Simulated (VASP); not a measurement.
Write the native input for VASP 6.6.1 that does the following.

| Property | Result |
| --- | --- |
| Task | single point |
| Functional | PBEsol |
| Potentials or basis | VASP PAW PBE potentials, release 64 (Si, Zr_sv, O) |
| Cutoff | 520 eV |
| k mesh | 1 × 1 × 1, shifted |
| Occupations | fermi-dirac, width 0.05 eV |
| Spin | collinear spin |
| Dipole correction | no |
| Further INCAR settings | LREAL = Auto; ALGO = Normal; EDIFF = 1e-06; NBANDS = 239; ISYM = -1 |

The structure of ZrSi22O48 (a cell with a defect) lies in POSCAR:

```
ZrSi22O48
1.0
    9.9016390000      0.0000000000      0.0000000000
   -4.9508190000      8.5750710000      0.0000000000
    0.0000000000      0.0000000000     10.8858800000
Si Zr O
22 1 48
Direct
    0.2386920000      0.9837330000      0.1663430000
    0.2203570000      0.9921750000      0.6790660000
    0.2384810000      0.5143050000      0.1539010000
    0.2410220000      0.5270580000      0.6826050000
    0.7372400000      0.0069200000      0.1630640000
    0.7307670000      0.9971110000      0.6758550000
    0.7383890000      0.4948860000      0.1607360000
    0.7218810000      0.4819540000      0.6595320000
    0.0098410000      0.2594480000      0.3169810000
    0.0078210000      0.2384870000      0.8305610000
    0.9909940000      0.7322600000      0.3364900000
    0.9848070000      0.7144250000      0.8347810000
    0.5198400000      0.2205510000      0.3228340000
    0.4942230000      0.2279510000      0.8294910000
    0.4934050000      0.7491530000      0.3363390000
    0.4998320000      0.7484500000      0.8566250000
    0.2714140000      0.2615820000      0.0001900000
    0.2557900000      0.7723990000      0.5076660000
    0.7689980000      0.2689090000      0.9911240000
    0.7748360000      0.2594050000      0.4952070000
    0.7622120000      0.7579590000      0.0043720000
    0.7454930000      0.7512780000      0.5007720000
    0.2874480000      0.2889960000      0.5048420000
    0.2210250000      0.1182490000      0.0958520000
    0.1885330000      0.1276730000      0.6299890000
    0.2287560000      0.6437950000      0.0604570000
    0.1994380000      0.6522400000      0.6233510000
    0.7045510000      0.1329820000      0.0945450000
    0.7117410000      0.1299140000      0.6039900000
    0.6969340000      0.6233860000      0.1091910000
    0.6881320000      0.6101640000      0.5980810000
    0.3768350000      0.0581210000      0.2688670000
    0.3526090000      0.0595400000      0.7864910000
    0.3589620000      0.5973580000      0.2661940000
    0.3539410000      0.5934860000      0.8012870000
    0.8791160000      0.0958020000      0.2595920000
    0.8749460000      0.0754480000      0.7719530000
    0.8651810000      0.5706840000      0.2711090000
    0.8415500000      0.5570790000      0.7742070000
    0.4669320000      0.2899870000      0.4351080000
    0.4346800000      0.3030070000      0.9344570000
    0.4167550000      0.8010400000      0.4455340000
    0.4584250000      0.7999650000      0.9904810000
    0.9439280000      0.3004830000      0.4407850000
    0.9315580000      0.2968480000      0.9344290000
    0.9085000000      0.7891070000      0.4364700000
    0.9222990000      0.7758410000      0.9476500000
    0.1553510000      0.2407780000      0.3606930000
    0.1375550000      0.2089490000      0.8960820000
    0.1202210000      0.7035000000      0.4036930000
    0.1299260000      0.6859590000      0.8717270000
    0.6565020000      0.1930960000      0.3780710000
    0.6379130000      0.2123750000      0.8836060000
    0.6132520000      0.7005890000      0.3954440000
    0.6362660000      0.7081890000      0.8931150000
    0.0674830000      0.3982120000      0.2139190000
    0.0825330000      0.3691980000      0.7228400000
    0.0746660000      0.8685150000      0.2336110000
    0.0571370000      0.8477960000      0.7283590000
    0.5807510000      0.3462920000      0.2116740000
    0.5543800000      0.3429260000      0.7098750000
    0.5830040000      0.8887000000      0.2390680000
    0.5708180000      0.8846540000      0.7514480000
    0.2959520000      0.4144960000      0.0734360000
    0.3288500000      0.4859450000      0.5759620000
    0.2719080000      0.8852150000      0.0572620000
    0.2837120000      0.9370250000      0.5616660000
    0.8048110000      0.4340300000      0.0504040000
    0.7921930000      0.4175220000      0.5548280000
    0.7925270000      0.9199630000      0.0651240000
    0.7704290000      0.9039250000      0.5732770000
```

These files were run (other wordings do the same):

INCAR

```
SYSTEM = ZrSi22O48
ALGO = Normal
EDIFF = 1E-6
ENCUT = 520
GGA = PS
GGA_COMPAT = .FALSE.
ISIF = 2
ISMEAR = -1
ISPIN = 2
ISYM = -1
KPAR = 1
LASPH = .TRUE.
LCHARG = .FALSE.
LMAXMIX = 4
LORBIT = 11
LREAL = Auto
LWAVE = .FALSE.
MAGMOM = 0 0 0 0 0 0 0 0 0 0 0 0 0 0 0 0 0 0 0 0 0 0 0.444 0 0.444 0.444 0 0 0 0 0 0 0 0 0 0 0 0 0 0.444 0 0 0.444 0 0 0 0 0.444 0 0 0.444 0 0 0 0 0 0 0 0 0 0 0 0 0 0.444 0.444 0 0 0 0 0
NBANDS = 239
NELM = 200
PREC = Accurate
SIGMA = 0.05
```

KPOINTS

```
explicit points
1
Reciprocal
  0.25000000   0.25000000   0.25000000 1
```

Potentials or basis: VASP PAW PBE potentials, release 64 (Si, Zr_sv, O).

Command:

```sh
$ cat potpaw_PBE.64/Si/POTCAR potpaw_PBE.64/Zr_sv/POTCAR potpaw_PBE.64/O/POTCAR > POTCAR
$ mpirun -np 4 vasp_std > vasp.out
```

Results of the run:

```json
{
  "Pressure": "0.9 GPa",
  "Largest force": "0.500 eV/Å",
  "Net moment": "-2.87 μB per cell",
  "Site moments": "Si +0.01, -0.00, +0.00 (each value once); Zr +0.00; O -0.05, +0.00, -0.72, -0.00, -0.02, -0.01, -0.71, +0.03, -0.06, -0.03, +0.05, -0.77 (each value once) μB",
  "Valence electrons inside the program's atomic spheres": "Si 1.64, 1.66, 1.65 (each value once); Zr 9.94; O 5.21, 5.15, 4.83, 5.22, 5.24, 5.23, 5.16, 4.86, 4.88, 5.20 (each value once)"
}
```

Caveat: the PAW data sets were made with another functional, which shifts forces and pressure a little.

Wall time 12 min on 4 MPI ranks on Intel(R) Xeon(R) Platinum 8488C (Sapphire Rapids), with other jobs on the host, peak memory 0.59 GiB a rank.
